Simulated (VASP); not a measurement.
# Al16N15F (a cell with a defect) in VASP: further runs

The runs below take Al16N15F (a cell with a defect) through single point, with PBE, HSE06.

Everything below comes from runs of VASP 6.6.1. Logs are shortened: lines on timing, memory, paths and dates and some standing lists are left out, and cuts for length are marked.

## Step 1: The cell of the first run

The cell holds a defect, 32 atoms: a = 6.260 Å, b = 6.260 Å, c = 10.035 Å, α = 90.00°, β = 90.00°, γ = 120.00°.

## Step 2: Single point, PBE

INCAR

```
SYSTEM = Al16N15F
PREC     = Accurate       ! precision mode
ENCUT    = 520            ! plane-wave cutoff, eV
EDIFF    = 1E-6           ! SCF threshold, eV
ISMEAR   = 0              ! smearing method
SIGMA    = 0.01           ! smearing width, eV
LREAL    = Auto         
LASPH    = .True.         ! aspherical terms in the spheres
NELM     = 120            ! most SCF steps
ALGO     = Normal         ! electronic algorithm
ISIF     = 2              ! what is computed and relaxed
LWAVE    = .False.        ! write WAVECAR
LCHARG   = .False.        ! write CHGCAR
GGA      = PE             ! functional
NELECT   = 128.0        
NBANDS   = 87             ! bands
GGA_COMPAT= .False.      
ISYM     = -1
```

KPOINTS

```
explicit points
1
Reciprocal
  0.25000000   0.25000000   0.25000000 1
```

POSCAR

```
Al16N15F
1.0
    6.2595139092      0.0000000618      0.0000000000
   -3.1297570081      5.4208980298      0.0000000000
    0.0000000000      0.0000000000     10.0348065900
Al N F
16 15 1
Direct
    0.3321449707      0.1666347929      0.2487692977
    0.1662812502      0.3327399078      0.5039527695
    0.3317096125      0.1672798311      0.7529895798
    0.1661043326      0.3326623928      1.0014647394
    0.3323064059      0.6633573176      0.2488211709
    0.1931118073      0.8464377552      0.5079039196
    0.3314308579      0.6615974116      0.7528725241
    0.1758473066      0.8376985784      0.9980288717
    0.8355225782      0.1666142332      0.2488411817
    0.6527196838      0.3060395094      0.5079104027
    0.8371777090      0.1672122592      0.7528558206
    0.6612287445      0.3230315432      0.9979419256
    0.8334825185      0.6652515258      0.1998816026
    0.6537273509      0.8452340605      0.5082618995
    0.8335132434      0.6653024598      0.7573047509
    0.6618209893      0.8369620478      0.9979192437
    0.3317987258      0.1672216250      0.4408074000
    0.1675851393      0.3312294911      0.1916655519
    0.3310449457      0.1677415268      0.9405617770
    0.1678633091      0.3308798674      0.6906482076
    0.3315381568      0.6658663576      0.4406713403
    0.1723139766      0.8336942374      0.1912541695
    0.3311478280      0.6658661390      0.9403089032
    0.1653084391      0.8297971396      0.6913304964
    0.8330701825      0.1673447804      0.4406915637
    0.6649367233      0.3263661769      0.1911837268
    0.8328740106      0.1674862905      0.9402384129
    0.6692530895      0.3335160259      0.6913706688
    0.6657421144      0.8333778860      0.1911426069
    0.8319222643      0.6668763535      0.9497765728
    0.6691269434      0.8291242365      0.6914030844
    0.8319791909      0.6667542545      0.4515929572
```

Potentials or basis: VASP PAW PBE potentials, release 64 (Al, N, F).

On the command line:

```sh
$ cat potpaw_PBE.64/Al/POTCAR potpaw_PBE.64/N/POTCAR potpaw_PBE.64/F/POTCAR > POTCAR
$ mpirun -np 1 vasp_std > vasp.out
```

OUTCAR:

```text
SYSTEM = Al16N15F
   PREC = Accurate
   ENCUT = 520
   EDIFF = 1E-6
   ISMEAR = 0
   LREAL = Auto
   LASPH = .True.
   NELM = 120
   ISIF = 2
   GGA = PE
   NELECT = 128.0
   ISYM = -1

 ion  position               nearest neighbor table
   1  0.332  0.167  0.249-  18 1.87  26 1.89  22 1.90  17 1.93   4 3.07   8 3.08  12 3.09   9 3.11
                             5 3.11   6 3.13   2 3.13  10 3.13   5 3.15   9 3.15  13 3.17  13 3.17
   2  0.166  0.333  0.504-  20 1.87  17 1.90  21 1.91  25 1.91   7 3.07  11 3.07   3 3.08   5 3.13
                             9 3.13   1 3.13   6 3.13  10 3.13  14 3.13  14 3.13  10 3.13   6 3.14
   3  0.332  0.167  0.753-  20 1.88  19 1.88  24 1.93  28 1.93   6 3.02  10 3.02  12 3.04   8 3.04
                             4 3.07   2 3.08   7 3.10  11 3.10  15 3.13  15 3.13  11 3.16   7 3.16
   4  0.166  0.333  0.001-  19 1.89  23 1.91  27 1.91  18 1.91   9 3.06   5 3.06   1 3.07   7 3.07
                            11 3.07   3 3.07   8 3.13  12 3.13  16 3.13  16 3.13  12 3.13   8 3.13
   5  0.332  0.663  0.249-  22 1.88  18 1.89  29 1.90  21 1.93   4 3.06  16 3.09   8 3.09   1 3.11
                             9 3.11   2 3.13   6 3.14  14 3.14   9 3.15   1 3.15  13 3.17  13 3.17
   6  0.193  0.846  0.508-  24 1.85  21 1.86  17 1.87  32 2.04  10 2.88  14 2.89   3 3.02   7 3.02
                             1 3.13   2 3.13   2 3.14   5 3.14  15 3.17
   7  0.331  0.662  0.753-  23 1.88  20 1.90  24 1.91  31 1.93  14 3.02   6 3.02  16 3.04   8 3.05
                             4 3.07   2 3.07  11 3.09   3 3.10  15 3.13  15 3.13   3 3.16  11 3.17
   8  0.176  0.838  0.998-  23 1.87  19 1.88  30 1.93  22 1.94  13 2.75  12 3.04   3 3.04  16 3.04
                            15 3.05   7 3.05   1 3.08   5 3.09   4 3.13   4 3.13  16 3.22  12 3.22
   9  0.836  0.167  0.249-  26 1.88  18 1.89  29 1.90  25 1.93   4 3.06  16 3.09  12 3.09   1 3.11
                             5 3.11   2 3.13  10 3.13  14 3.14   5 3.15   1 3.15  13 3.17  13 3.17
  10  0.653  0.306  0.508-  28 1.85  25 1.86  17 1.87  32 2.04   6 2.88  14 2.89   3 3.02  11 3.02
                             1 3.13   2 3.13   2 3.13   9 3.13  15 3.17
  11  0.837  0.167  0.753-  27 1.88  20 1.90  28 1.91  31 1.93  14 3.02  10 3.02  16 3.04  12 3.05
                             4 3.07   2 3.07   7 3.09   3 3.10  15 3.13  15 3.13   3 3.16   7 3.17
  12  0.661  0.323  0.998-  27 1.87  19 1.88  30 1.93  26 1.94  13 2.75   8 3.04   3 3.04  16 3.04
                            15 3.05  11 3.05   1 3.09   9 3.09   4 3.13   4 3.13  16 3.22   8 3.22
  13  0.833  0.665  0.200-  29 1.82  22 1.84  26 1.84  30 2.51  32 2.53   8 2.75  12 2.75  16 2.75
                             9 3.17   5 3.17   1 3.17   1 3.17   5 3.17   9 3.17
  14  0.654  0.845  0.508-  31 1.85  25 1.88  21 1.88  32 2.02   6 2.89  10 2.89  11 3.02   7 3.02
                             2 3.13   2 3.13   9 3.14   5 3.14  15 3.17
  15  0.834  0.665  0.757-  31 1.90  28 1.92  24 1.92  30 1.93  12 3.05   8 3.05  16 3.05   7 3.13
                             3 3.13  11 3.13  11 3.13   3 3.13   7 3.13  14 3.17  10 3.17   6 3.17
  16  0.662  0.837  0.998-  27 1.88  23 1.88  30 1.91  29 1.94  13 2.75  11 3.04   7 3.04   8 3.04
                            12 3.04  15 3.05   5 3.09   9 3.09   4 3.13   4 3.13  12 3.22   8 3.22
  17  0.332  0.167  0.441-   6 1.87  10 1.87   2 1.90   1 1.93
  18  0.168  0.331  0.192-   1 1.87   9 1.89   5 1.89   4 1.91
  19  0.331  0.168  0.941-   8 1.88  12 1.88   3 1.88   4 1.89
  20  0.168  0.331  0.691-   2 1.87   3 1.88  11 1.90   7 1.90
  21  0.332  0.666  0.441-   6 1.86  14 1.88   2 1.91   5 1.93
[... 152 lines left out ...]
   GGA     = PE    functional components
   LHFCALC =     F    Hartree Fock is set to
   AEXX    =    0.0000 exact exchange contribution
   IVDW    =     0    specifies the selected vdW correction
   LEPSILON=     F    determine dielectric tensor
   LRPA    =     F    only Hartree local field effects (RPA)
 non-spin polarized calculation
 Gauss-broadening in eV      SIGMA  =   0.01
  energy-cutoff  :      520.00
  volume of cell :      340.50
 maximum number of plane-waves:      9148
 NGX is ok and might be reduce to    48
   NGX = 23   NGY = 23   NGZ = 37

 number of electron     127.9999981 magnetization

 Free energy of the ion-electron system (eV)
  ---------------------------------------------------
  ext. energy  EPLUGINS =         0.00000000
  ---------------------------------------------------
  free energy    TOTEN  =      -250.94076076 eV

  energy without entropy =     -250.94076076  energy(sigma->0) =     -250.94076076

 E-fermi :   5.6137     XC(G=0): -10.7329

 val. band max:        5.5323113789   @ k =   0.2500   0.2500   0.2500
 cond. band min:      10.4437700551   @ k =   0.2500   0.2500   0.2500
 fundamental gap:      4.9114586763
 Fermi energy:         5.6137180885

 k-point     1 :       0.2500    0.2500    0.2500
  band No.  band energies     occupation
      1     -19.7170      2.00000
      2      -8.5351      2.00000
      3      -8.1468      2.00000
      4      -8.0272      2.00000
      5      -7.7727      2.00000
      6      -7.5718      2.00000
[... 68 lines left out ...]
     75      12.8318      0.00000
     76      12.9357      0.00000
 [bands above 76 left out]

------------------------ aborting loop because EDIFF is reached ----------------------------------------

  FORCE on cell =-STRESS in cart. coord.  units (eV):
  Direction    XX          YY          ZZ          XY          YZ          ZX
  --------------------------------------------------------------------------------------
  -------------------------------------------------------------------------------------
  Total      -14.7145254    -24.2681483    -12.4833057     -8.2770975      0.1527416      0.1846651
  in kB      -69.2366403   -114.1895513    -58.7380241    -38.9464429      0.7186992      0.8689094
  external PRESSURE =     -80.7214052 kB  Pullay stress =       0.0000000 kB

 VOLUME and BASIS-vectors are now :
 -----------------------------------------------------------------------------
  energy-cutoff  :      520.00
  volume of cell :      340.50
      direct lattice vectors                 reciprocal lattice vectors
     6.259513909  0.000000062  0.000000000     0.159756813  0.092235641  0.000000000
    -3.129757008  5.420898030  0.000000000    -0.000000002  0.184471279  0.000000000
     0.000000000  0.000000000 10.034806590     0.000000000  0.000000000  0.099653141

 POSITION                                       TOTAL-FORCE (eV/Angst)
 -----------------------------------------------------------------------------------
      1.55754      0.90331      2.49635        -0.004935      0.000827     -0.009264
     -0.00056      1.80375      5.05707         0.003449     -0.003889      0.012686
      1.55280      0.90681      7.55610        -0.003633      0.001656      0.010891
     -0.00142      1.80333      0.01470         0.003249     -0.003944     -0.001146
      0.00393      3.59599      2.49687        -0.005074      0.001356     -0.004800
     -1.44036      4.58845      5.09672         0.024024      0.003831     -0.018791
[... 24 lines left out ...]
      1.59345      4.49460      6.93810        -0.003796      0.005365      0.009817
      3.12101      3.61441      4.53165         0.002781      0.001309     -0.016681
 -----------------------------------------------------------------------------------
    total drift:                               -0.004164     -0.002461      0.000228

  FREE ENERGIE OF THE ION-ELECTRON SYSTEM (eV)
  ---------------------------------------------------
  free  energy   TOTEN  =      -250.9407607575 eV

  energy  without entropy=     -250.9407607575  energy(sigma->0) =     -250.94076076
```

It took 92 s on 1 thread of Intel Xeon Platinum 8259CL at 2.50GHz (Skylake/Cascade Lake), shared host; peak memory 0.42 GiB.

What came out:

```yaml
Free_energy: -250.9408 eV
Largest_force: 0.033 eV/Å
```

Forces in eV/Å, atoms in the order of the input:
```
Al  -0.005  0.001 -0.009
Al   0.003 -0.004  0.013
Al  -0.004  0.002  0.011
Al   0.003 -0.004 -0.001
Al  -0.005  0.001 -0.005
Al   0.024  0.004 -0.019
Al  -0.001  0.000  0.013
Al  -0.020 -0.010 -0.005
Al  -0.002  0.005 -0.004
Al   0.009 -0.025 -0.020
Al  -0.002 -0.003  0.012
Al  -0.003  0.012 -0.005
Al   0.005  0.002 -0.006
Al  -0.017  0.004 -0.020
Al   0.001 -0.001  0.025
Al   0.017 -0.010  0.002
N   -0.017  0.008 -0.003
N    0.000  0.000 -0.004
N   -0.001  0.005  0.005
N   -0.001  0.004 -0.003
N   -0.003 -0.010 -0.008
N    0.006  0.003  0.009
N    0.003 -0.001  0.002
N   -0.001  0.000  0.004
N    0.005  0.010 -0.006
N   -0.001 -0.007  0.012
N    0.006  0.006  0.005
N   -0.001  0.002  0.000
N    0.000 -0.001  0.005
N    0.003  0.001  0.007
N   -0.004  0.005  0.010
F    0.003  0.001 -0.017
```

Caveat: the cell carries a net charge on a neutralising background, which shifts energy and pressure; the cell is charged against a uniform background, so pressure and absolute levels hang on convention.

## Step 3: Single point, PBE

INCAR

```
SYSTEM = Al16N15F
PREC = Accurate
ENCUT = 520
EDIFF = 1E-6
ISMEAR = 0
SIGMA = 0.01
LREAL = Auto
LASPH = .TRUE.
NELM = 120
ALGO = Normal
ISIF = 2
LWAVE = .FALSE.
LCHARG = .TRUE.
GGA = PE
LELF = .TRUE.
LVHAR = .TRUE.
NELECT = 128.0
NBANDS = 87
GGA_COMPAT = .FALSE.
ISYM = -1
```

KPOINTS is that of step 2.

Edit POSCAR of step 2 so:

```diff
@@ -2,5 +2,5 @@
 1.0
-    6.2595139092      0.0000000618      0.0000000000
-   -3.1297570081      5.4208980298      0.0000000000
-    0.0000000000      0.0000000000     10.0348065900
+    6.2595139128      0.0000000578      0.0000000000
+   -3.1297570064      5.4208980350      0.0000000000
+    0.0000000000      0.0000000000     10.0348065929
 Al N F
```

Potentials or basis: VASP PAW PBE potentials, release 64 (Al, N, F).

On the command line:

```sh
$ cat potpaw_PBE.64/Al/POTCAR potpaw_PBE.64/N/POTCAR potpaw_PBE.64/F/POTCAR > POTCAR
$ mpirun -np 1 vasp_std > vasp.out
```

It took 88 s on 1 thread of Intel Xeon Platinum 8259CL at 2.50GHz (Skylake/Cascade Lake), shared host; peak memory 0.43 GiB.

The run converged. Its results:

```
Free energy   : -250.9408 eV
Largest force : 0.033 eV/Å
```

Forces in eV/Å, atoms in the order of the input:
```
Al  -0.005  0.001 -0.009
Al   0.003 -0.004  0.013
Al  -0.004  0.002  0.011
Al   0.003 -0.004 -0.001
Al  -0.005  0.001 -0.005
Al   0.024  0.004 -0.019
Al  -0.001  0.000  0.013
Al  -0.020 -0.010 -0.005
Al  -0.002  0.005 -0.004
Al   0.009 -0.025 -0.020
Al  -0.002 -0.003  0.012
Al  -0.003  0.012 -0.005
Al   0.005  0.002 -0.006
Al  -0.017  0.004 -0.020
Al   0.001 -0.001  0.025
Al   0.017 -0.010  0.002
N   -0.017  0.008 -0.003
N    0.000  0.000 -0.004
N   -0.001  0.005  0.005
N   -0.001  0.004 -0.003
N   -0.003 -0.010 -0.008
N    0.006  0.003  0.009
N    0.003 -0.001  0.002
N   -0.001  0.000  0.004
N    0.005  0.010 -0.006
N   -0.001 -0.007  0.012
N    0.006  0.006  0.005
N   -0.001  0.002  0.000
N    0.000 -0.001  0.005
N    0.003  0.001  0.007
N   -0.004  0.005  0.010
F    0.003  0.001 -0.017
```

Levels at points of the mesh, in eV from the Fermi level:
```csv
k point,band 61,band 62,band 63,band 64,band 65,band 66,band 67,band 68
"(0.25, 0.25, 0.25)",-0.41,-0.33,-0.25,-0.08,4.83,5.36,6.01,6.18
```

Caveat: the cell carries a net charge on a neutralising background, which shifts energy and pressure; the cell is charged against a uniform background, so pressure and absolute levels hang on convention.

[end of part 1 of 2]
